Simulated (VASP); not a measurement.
# SnSe2 (P-3m1) in VASP: a series of runs

Runs on SnSe2. Level: PBE. Tasks: single point, relaxation of the atoms.

Everything below comes from runs of VASP 6.6.1. Logs are shortened: lines on timing, memory, paths and dates and some standing lists are left out, and cuts for length are marked.

## (1) The cell of the first run

The structure is trigonal, space group P-3m1 (No. 164). Conventional cell: a = 3.811 Å, b = 3.811 Å, c = 6.136 Å, α = 90.00°, β = 90.00°, γ = 120.00°. Within 3.6 Å of Sn (site symmetry -3m) lie 6 Se at 2.72 Å. Within 3.6 Å of Se (site symmetry 3m) lie 3 Sn at 2.72 Å.

## (2) Single point, PBE

INCAR

```
PREC = Accurate
ENCUT = 520
EDIFF = 1E-7
ISMEAR = -1
SIGMA = 0.02
LREAL = F
LASPH = T
NELM = 100
ALGO = Normal
ISIF = 2
LWAVE = F
LCHARG = F
GGA = PE
NBANDS = 20
```

KPOINTS

```
Automatic mesh
0
Gamma
  8 8 5
```

POSCAR

```
SnSe2
1.0
    3.8110000000      0.0000000000      0.0000000000
   -1.9055000000      3.3004228138      0.0000000000
    0.0000000000      0.0000000000      6.1360000000
Sn Se
1 2
Direct
    0.0000000000      0.0000000000      0.0000000000
    0.3333333333      0.6666666667      0.2616066491
    0.6666666667      0.3333333333      0.7383933509
```

Potentials or basis: VASP PAW PBE potentials, release 64 (Sn_d, Se).

Command:

```sh
$ cat potpaw_PBE.64/Sn_d/POTCAR potpaw_PBE.64/Se/POTCAR > POTCAR
$ mpirun -np 1 vasp_std > vasp.out
```

OUTCAR:

```text
PREC = Accurate
   ENCUT = 520
   EDIFF = 1E-7
   ISMEAR = -1
   LREAL = F
   LASPH = T
   NELM = 100
   ISIF = 2
   GGA = PE

 ion  position               nearest neighbor table
   1  0.000  0.000  0.000-   2 2.72   3 2.72   2 2.72   3 2.72   3 2.72   2 2.72
   2  0.333  0.667  0.262-   1 2.72   1 2.72   1 2.72
   3  0.667  0.333  0.738-   1 2.72   1 2.72   1 2.72

  LATTYP: Found a hexagonal cell.
 ALAT       =     3.8110000000
 C/A-ratio  =     1.6100760955

  Lattice vectors:

 A1 = (   3.8110000000,   0.0000000000,   0.0000000000)
 A2 = (  -1.9055000000,   3.3004228138,   0.0000000000)
 A3 = (   0.0000000000,   0.0000000000,   6.1360000000)

Analysis of symmetry for initial positions (statically):
=====================================================================
 Subroutine PRICEL returns:
 Original cell was already a primitive cell.

 Routine SETGRP: Setting up the symmetry group for a
 hexagonal supercell.

 Subroutine GETGRP returns: Found 12 space group operations
 (whereof 12 operations were pure point group operations)
 out of a pool of 24 trial point group operations.

The static configuration has the point symmetry D_3d.

Analysis of symmetry for dynamics (positions and initial velocities):
=====================================================================
 Subroutine PRICEL returns:
 Original cell was already a primitive cell.

 Routine SETGRP: Setting up the symmetry group for a
 hexagonal supercell.

 Subroutine GETGRP returns: Found 12 space group operations
 (whereof 12 operations were pure point group operations)
 out of a pool of 24 trial point group operations.

The dynamic configuration has the point symmetry D_3d.

 Subroutine INISYM returns: Found 12 space group operations
 (whereof 12 operations are pure point group operations),
 and found     1 'primitive' translations

----------------------------------------------------------------------------------------

                                     Primitive cell

  volume of cell :      77.1781

  direct lattice vectors                    reciprocal lattice vectors
     3.811000000  0.000000000  0.000000000     0.262398321  0.151495741  0.000000000
    -1.905500000  3.300422814  0.000000000     0.000000000  0.302991482  0.000000000
     0.000000000  0.000000000  6.136000000     0.000000000  0.000000000  0.162972621

  length of vectors
     3.811000000  3.811000000  6.136000000     0.302991482  0.302991482  0.162972621

  position of ions in fractional coordinates (direct lattice)
     0.000000000  0.000000000  0.000000000
     0.333333333  0.666666667  0.261606649
     0.666666667  0.333333333  0.738393351

  ion indices of the primitive-cell ions
   primitive index   ion index
                 1           1
                 2           2
                 3           3

----------------------------------------------------------------------------------------

 KPOINTS: Automatic mesh

Automatic generation of k-mesh.
 Grid dimensions read from file:
 generate k-points for:    8    8    5

 Generating k-lattice:

  Cartesian coordinates                     Fractional coordinates (reciprocal lattice)
     0.032799790  0.018936968  0.000000000     0.125000000  0.000000000  0.000000000
     0.000000000  0.037873935  0.000000000     0.000000000  0.125000000  0.000000000
     0.000000000  0.000000000  0.032594524     0.000000000  0.000000000  0.200000000

  Length of vectors
     0.037873935  0.037873935  0.032594524

  Shift w.r.t. Gamma in fractional coordinates (k-lattice)
     0.000000000  0.000000000  0.000000000

 Subroutine IBZKPT returns following result:
 ===========================================

 Found     40 irreducible k-points:

 Following reciprocal coordinates:
            Coordinates               Weight
  0.000000  0.000000  0.000000      1.000000
  0.125000  0.000000  0.000000      6.000000
  0.250000  0.000000  0.000000      6.000000
  0.375000  0.000000  0.000000      6.000000
  0.500000  0.000000  0.000000      3.000000
  0.125000  0.125000  0.000000      6.000000
[... 16 lines left out ...]
 -0.125000  0.500000  0.200000     12.000000
  0.250000  0.250000  0.200000     12.000000
 [... further k-points ...]
   k-points           NKPTS =     40   k-points in BZ     NKDIM =     40   number of bands    NBANDS=     20
   number of dos      NEDOS =    301   number of ions     NIONS =      3
   total plane-waves  NPLWV =  37632
   dimension x,y,z NGX =    28 NGY =   28 NGZ =   48
   dimension x,y,z NGXF=    56 NGYF=   56 NGZF=   96
   ions per type =               1   2
   NGX,Y,Z   is equivalent  to a cutoff of  12.21, 12.21, 13.00 a.u.
   NGXF,Y,Z  is equivalent  to a cutoff of  24.43, 24.43, 26.01 a.u.
 SYSTEM =  unknown system
   PREC   = accura    normal or accurate (medium, high low for compatibility)
   ISTART =      0    job   : 0-new  1-cont  2-samecut
   ICHARG =      2    charge: 1-file 2-atom 10-const
   ISPIN  =      1    spin polarized calculation?
   LNONCOLLINEAR =      F non collinear calculations
   LSORBIT =      F    spin-orbit coupling
   LASPH  =      T    aspherical Exc in radial PAW
   ENCUT  =  520.0 eV  38.22 Ry    6.18 a.u.   7.09  7.09 11.41*2*pi/ulx,y,z
   NELM   =    100;   NELMIN=  2; NELMDL= -5     # of ELM steps
   EDIFF  = 0.1E-06   stopping-criterion for ELM
   LREAL  =      F    real-space projection
   EDIFFG = 0.1E-05   stopping-criterion for IOM
   NSW    =      0    number of steps for IOM
   IBRION =     -1    ionic relax: 0-MD 1-quasi-New 2-CG
   NFREE  =      0    steps in history (QN), initial steepest desc. (CG)
   ISIF   =      2    stress and relaxation
   ISYM   =      2    0-nonsym 1-usesym 2-fastsym
   POTIM  = 0.5000    time-step for ionic-motion
   TEBEG  =    0.0;   TEEND  =   0.0 temperature during run
   PSTRESS=    0.0 pullay stress
   NELECT =      26.0000    total number of electrons
   NUPDOWN=      -1.0000    fix difference up-down
   EMIN   =  10.00;   EMAX   =-10.00  energy-range for DOS
   EFERMI =   0.00;   METHOD = LEGACY
   ISMEAR =    -1;   SIGMA  =   0.02  broadening in eV -4-tet -1-fermi 0-gaus
   EFERMI_NEDOS =   21; number of points for ismear=-14 and -15
   IALGO  =     38    algorithm
   IMIX   =      4    mixing-type and parameters
     AMIX     =   0.40;   BMIX     =  1.00
     AMIX_MAG =   1.60;   BMIX_MAG =  1.00
  volume/ion in A,a.u.               =      25.73       173.61
  Fermi-wavevector in a.u.,A,eV,Ry     =   1.139116  2.152617 17.654722  1.297585
  Thomas-Fermi vector in A             =   2.275820
   LORBIT       =      0    0 simple, 1 ext, 2 COOP (PROOUT), +10 PAW based schemes
   GGA     = PE    functional components
   LHFCALC =     F    Hartree Fock is set to
   AEXX    =    0.0000 exact exchange contribution
   IVDW    =     0    specifies the selected vdW correction
   LEPSILON=     F    determine dielectric tensor
   LRPA    =     F    only Hartree local field effects (RPA)
 non-spin polarized calculation
  energy-cutoff  :      520.00
  volume of cell :       77.18
 maximum number of plane-waves:      2095
   NGX = 15   NGY = 15   NGZ = 23

 number of electron      26.0000006 magnetization

 Free energy of the ion-electron system (eV)
  ---------------------------------------------------
  ext. energy  EPLUGINS =         0.00000000
  ---------------------------------------------------
  free energy    TOTEN  =       -11.80743912 eV

  energy without entropy =      -11.80743911  energy(sigma->0) =      -11.80743911

 E-fermi :   4.5196     XC(G=0):  -9.5187

 val. band max:        4.2183932304   @ k =   0.1250   0.0000   0.2000
 cond. band min:       4.8119785008   @ k =   0.5000   0.0000   0.4000
 fundamental gap:      0.5935852705
 Fermi energy:         4.5196024936

 k-point     1 :       0.0000    0.0000    0.0000
  band No.  band energies     occupation
      1     -17.0466      2.00000
      2     -17.0466      2.00000
      3     -17.0080      2.00000
      4     -16.9971      2.00000
      5     -16.9971      2.00000
      6      -9.6009      2.00000
[... 12 lines left out ...]
     19      13.2617      0.00000
     20      13.2617      0.00000

 k-point     2 :       0.1250    0.0000    0.0000
  band No.  band energies     occupation
      1     -17.0524      2.00000
      2     -17.0406      2.00000
      3     -17.0043      2.00000
      4     -17.0008      2.00000
      5     -16.9968      2.00000
      6      -9.4494      2.00000
[... 12 lines left out ...]
     19      12.4760      0.00000
     20      13.3922      0.00000

 k-point     3 :       0.2500    0.0000    0.0000
  band No.  band energies     occupation
      1     -17.0690      2.00000
      2     -17.0291      2.00000
      3     -17.0110      2.00000
      4     -16.9933      2.00000
      5     -16.9913      2.00000
      6      -9.0207      2.00000
[... 12 lines left out ...]
     19      12.5016      0.00000
     20      13.9266      0.00000

 k-point     4 :       0.3750    0.0000    0.0000
  band No.  band energies     occupation
      1     -17.0875      2.00000
      2     -17.0232      2.00000
      3     -17.0186      2.00000
      4     -16.9840      2.00000
      5     -16.9791      2.00000
      6      -8.4234      2.00000
[... 12 lines left out ...]
     19      13.6930      0.00000
     20      14.4803      0.00000

 k-point     5 :       0.5000    0.0000    0.0000
  band No.  band energies     occupation
      1     -17.0954      2.00000
      2     -17.0223      2.00000
      3     -17.0215      2.00000
      4     -16.9786      2.00000
      5     -16.9740      2.00000
      6      -8.0251      2.00000
[... 12 lines left out ...]
     19      14.2811      0.00000
     20      15.0615      0.00000

 k-point     6 :       0.1250    0.1250    0.0000
  band No.  band energies     occupation
      1     -17.0614      2.00000
      2     -17.0348      2.00000
      3     -17.0066      2.00000
      4     -16.9997      2.00000
      5     -16.9917      2.00000
      6      -9.1584      2.00000
[... 12 lines left out ...]
     19      11.6337      0.00000
     20      13.8661      0.00000

 k-point     7 :       0.2500    0.1250    0.0000
  band No.  band energies     occupation
      1     -17.0755      2.00000
      2     -17.0302      2.00000
      3     -17.0126      2.00000
      4     -16.9944      2.00000
      5     -16.9802      2.00000
      6      -8.6359      2.00000
[... 12 lines left out ...]
     19      11.9800      0.00000
     20      14.4033      0.00000
[... 277 lines left out ...]
 k-point    20 :       0.2500    0.1250    0.2000
  band No.  band energies     occupation
      1     -17.0756      2.00000
      2     -17.0303      2.00000
      3     -17.0126      2.00000
      4     -16.9944      2.00000
      5     -16.9802      2.00000
      6      -8.5778      2.00000
[... 12 lines left out ...]
     19      12.4206      0.00000
     20      14.1034      0.00000

 k-point    21 :      -0.1250    0.3750    0.2000
  band No.  band energies     occupation
      1     -17.0756      2.00000
      2     -17.0303      2.00000
      3     -17.0126      2.00000
      4     -16.9944      2.00000
      5     -16.9802      2.00000
      6      -8.5781      2.00000
[... 12 lines left out ...]
     19      11.8280      0.00000
     20      13.7380      0.00000

 k-point    22 :       0.3750    0.1250    0.2000
  band No.  band energies     occupation
      1     -17.0868      2.00000
      2     -17.0292      2.00000
      3     -17.0168      2.00000
      4     -16.9846      2.00000
      5     -16.9748      2.00000
      6      -8.0310      2.00000
[... 12 lines left out ...]
     19      13.8042      0.00000
     20      15.0250      0.00000

 k-point    23 :      -0.1250    0.5000    0.2000
  band No.  band energies     occupation
      1     -17.0868      2.00000
      2     -17.0292      2.00000
      3     -17.0168      2.00000
      4     -16.9846      2.00000
      5     -16.9748      2.00000
      6      -8.0346      2.00000
[... 12 lines left out ...]
     19      13.3704      0.00000
     20      14.4342      0.00000

 k-point    24 :       0.2500    0.2500    0.2000
  band No.  band energies     occupation
      1     -17.0746      2.00000
      2     -17.0397      2.00000
      3     -17.0088      2.00000
      4     -16.9944      2.00000
      5     -16.9750      2.00000
      6      -8.0709      2.00000
[... 12 lines left out ...]
     19      11.7087      0.00000
     20      14.0975      0.00000

 [... further k-points ...]
[... 5 lines left out ...]
  --------------------------------------------------------------------------------------
  -------------------------------------------------------------------------------------
  Total        1.4728563      1.4728563      0.9774181      0.0000000     -0.0000000      0.0000000
  in kB       30.5757476     30.5757476     20.2907030      0.0000000     -0.0000000      0.0000000
  external PRESSURE =      27.1473994 kB  Pullay stress =       0.0000000 kB

 VOLUME and BASIS-vectors are now :
 -----------------------------------------------------------------------------
  energy-cutoff  :      520.00
  volume of cell :       77.18
      direct lattice vectors                 reciprocal lattice vectors
     3.811000000  0.000000000  0.000000000     0.262398321  0.151495741  0.000000000
    -1.905500000  3.300422814  0.000000000     0.000000000  0.302991482  0.000000000
     0.000000000  0.000000000  6.136000000     0.000000000  0.000000000  0.162972621

 POSITION                                       TOTAL-FORCE (eV/Angst)
 -----------------------------------------------------------------------------------
      0.00000      0.00000      0.00000         0.000000      0.000000      0.000000
     -0.00000      2.20028      1.60522         0.000000      0.000000      0.001612
      1.90550      1.10014      4.53078        -0.000000     -0.000000     -0.001612
 -----------------------------------------------------------------------------------
    total drift:                               -0.000000     -0.000000      0.000000

  FREE ENERGIE OF THE ION-ELECTRON SYSTEM (eV)
  ---------------------------------------------------
  free  energy   TOTEN  =       -11.8074391165 eV

  energy  without entropy=      -11.8074391053  energy(sigma->0) =      -11.80743911
```

It took 32 s on 1 thread of Intel Xeon Platinum 8488C (Sapphire Rapids), shared host; peak memory 0.21 GiB.

What came out:

```yaml
Free_energy: -11.8074 eV
Pressure: 2.7 GPa
Band_gap_on_the_k_mesh: 0.59 eV, indirect (least direct gap 1.08 eV)
```

Levels at points of the mesh, in eV from the valence-band top:
| k point | band 11 | band 12 | band 13 | band 14 | band 15 | band 16 |
| --- | --- | --- | --- | --- | --- | --- |
| (0.00, 0.00, 0.00) | -0.32 | -0.32 | -0.14 | 0.95 | 3.14 | 4.68 |
| (0.50, 0.00, 0.00) | -2.46 | -1.49 | -0.26 | 1.21 | 3.67 | 5.12 |

Caveat: spin-orbit coupling is left out, which moves the levels of the heavy elements; this functional lacks dispersion, which binds the layers, so the pressure and a relaxed spacing across them are unreliable.

[end of part 1 of 2]
